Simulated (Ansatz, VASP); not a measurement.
# One calculation of Ge2Sb2Te5, two programs

The input INCAR:

```
SYSTEM = Ge2Sb2Te5
  ALGO = Normal
  EDIFF = 1E-7
  ENCUT = 520
  GGA = PE
  ISIF = 2
  ISMEAR = 0
  LASPH = .TRUE.
  LCHARG = .FALSE.
  LREAL = .FALSE.
  LWAVE = .FALSE.
  NBANDS = 44
  NELM = 80
  PREC = Accurate
  SIGMA = 0.03
```

File KPOINTS:

```
k-points
0
G
  12 12 2
  0 0 0
```

The input POSCAR:

```
Ge2Sb2Te5
1.0
    4.1019957524      0.0000000000      0.0000000000
   -2.0509978762      3.5524325278      0.0000000000
    0.0000000000      0.0000000000     18.5032824398
Ge Sb Te
2 2 5
Direct
    0.0000000000      0.0000000000      0.3313200918
    0.0000000000      0.0000000000      0.6686799082
    0.3333333333      0.6666666667      0.1120971408
    0.6666666667      0.3333333333      0.8879028592
    0.0000000000      0.0000000000      0.0000000000
    0.3333333333      0.6666666667      0.7914345914
    0.6666666667      0.3333333333      0.2085654086
    0.3333333333      0.6666666667      0.4096023866
    0.6666666667      0.3333333333      0.5903976134
```

Input for Ansatz:

```yaml
crystal:
  lattice:
    - [4.1019957524, 0.0, 0.0]
    - [-2.0509978762, 3.5524325278, 0.0]
    - [0.0, 0.0, 18.5032824398]
  atoms:
    - { symbol: Ge, position: [0.0, 0.0, 0.3313200918] }
    - { symbol: Ge, position: [0.0, 0.0, 0.6686799082] }
    - { symbol: Sb, position: [0.3333333333, 0.6666666667, 0.1120971408] }
    - { symbol: Sb, position: [0.6666666667, 0.3333333333, 0.8879028592] }
    - { symbol: Te, position: [0.0, 0.0, 0.0] }
    - { symbol: Te, position: [0.3333333333, 0.6666666667, 0.7914345914] }
    - { symbol: Te, position: [0.6666666667, 0.3333333333, 0.2085654086] }
    - { symbol: Te, position: [0.3333333333, 0.6666666667, 0.4096023866] }
    - { symbol: Te, position: [0.6666666667, 0.3333333333, 0.5903976134] }
basis:
  ecutwfc: 420
kpoints:
  mp_grid: { grid: [12, 12, 2] }
hamiltonian:
  xc: pbe
scf:
  occupations: { method: gaussian, width: 0.03 }
output:
  forces: true
  stress: true
  eigenvalues: true
```

Alike in both runs: task single point; functional PBE; k mesh 12 × 12 × 2; occupations gaussian, width 0.03 eV; no spin polarisation.

|  | VASP | Ansatz |
| --- | --- | --- |
| version | VASP 6.6.1 | Ansatz 0.2.0 |
| potentials or method | VASP PAW PBE potentials, release 64 (Ge_d, Sb, Te), cutoff 520 eV | scalar-relativistic, plane waves, PAW |
| valence electrons in the cell | 68 | 138 |

```csv
,VASP,Ansatz,Ansatz less VASP
gap on the k mesh at the Fermi level (eV),none,none,-
pressure (GPa),3.0,2.9,-0.07
"traceless stress, the component that is largest in VASP (GPa)",-1.45,-1.45,-0.003
rms of the force components (eV/Å),0.109,0.097,-0.0115
```

Atom by atom the forces differ by 0.012 eV/Å (rms over components). A gap of «none» marks a metal or a gap that the smearing closes. The functional is the same, so the differences come from potentials, cutoffs and numerics. VASP's potentials hold 68 valence electrons a cell and Ansatz's 138, so a difference there can come from the potentials and not from the codes.

Spin-orbit coupling is off throughout.
